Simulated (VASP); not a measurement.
Wanted: the native input for a VASP 6.6.1 run.

| Property | Result |
| --- | --- |
| Task | single point |
| Functional | HSE06 |
| Potentials or basis | VASP PAW PBE potentials, release 64 (Hf_pv, N) |
| Cutoff | 520 eV |
| k mesh | 6 × 6 × 6 |
| Occupations | fermi-dirac, width 0.02 eV |
| Spin | no spin polarisation |
| Dipole correction | no |
| Grid for exact exchange (PRECFOCK) | Normal |
| Further INCAR settings | ALGO = Normal; EDIFF = 1e-06; NBANDS = 14 |
| Screening parameter | 0.2079 1/Å |

Crystal: HfN.

```
Hf N
1.0
     0.00000    2.26333    2.26333
     2.26333    0.00000    2.26333
     2.26333    2.26333    0.00000
Hf N
1 1
Direct
  0.00000 0.00000 0.00000
  0.50000 0.50000 0.50000
```

These files were run (other wordings do the same):

POSCAR

```
HfN
1.0
    0.0000000000      2.2633344290      2.2633344290
    2.2633344290      0.0000000000      2.2633344290
    2.2633344290      2.2633344290      0.0000000000
Hf N
1 1
Direct
    0.0000000000      0.0000000000      0.0000000000
    0.5000000000      0.5000000000      0.5000000000
```

INCAR.step1

```
PREC = Accurate ; ENCUT = 520
EDIFF = 1E-5 ; ISMEAR = -1
SIGMA = 0.02 ; LREAL = F
LASPH = T ; NELM = 80
ALGO = Normal ; ISIF = 2
LWAVE = T ; LCHARG = F
GGA = PE ; NBANDS = 14
```

INCAR.step2

```
PREC = Accurate ; ENCUT = 520
EDIFF = 1E-6 ; ISMEAR = -1
SIGMA = 0.02 ; LREAL = F
LASPH = T ; NELM = 80
ALGO = Normal ; ISIF = 2
LWAVE = F ; LCHARG = F
GGA = PE ; LHFCALC = T
HFSCREEN = 0.2079 ; PRECFOCK = Normal
ISTART = 1 ; NBANDS = 14
```

KPOINTS

```
regular mesh
0
Gamma
  6 6 6
```

Potentials or basis: VASP PAW PBE potentials, release 64 (Hf_pv, N).

Run with:

```sh
$ cat potpaw_PBE.64/Hf_pv/POTCAR potpaw_PBE.64/N/POTCAR > POTCAR
$ cp INCAR.step1 INCAR
$ mpirun -np 1 vasp_std > vasp.out
$ cp INCAR.step2 INCAR
$ mpirun -np 1 vasp_std > vasp.out
```

Results of the run:

The pressure is -5.8 GPa.

Caveat: the k points lie up to 0.40 Å⁻¹ apart; the PAW data sets were made with another functional, which shifts forces and pressure a little.

Run time: 8.5 min on 1 thread of Intel(R) Xeon(R) 6975P-C (Granite Rapids) (shared host), peak memory 0.26 GiB.
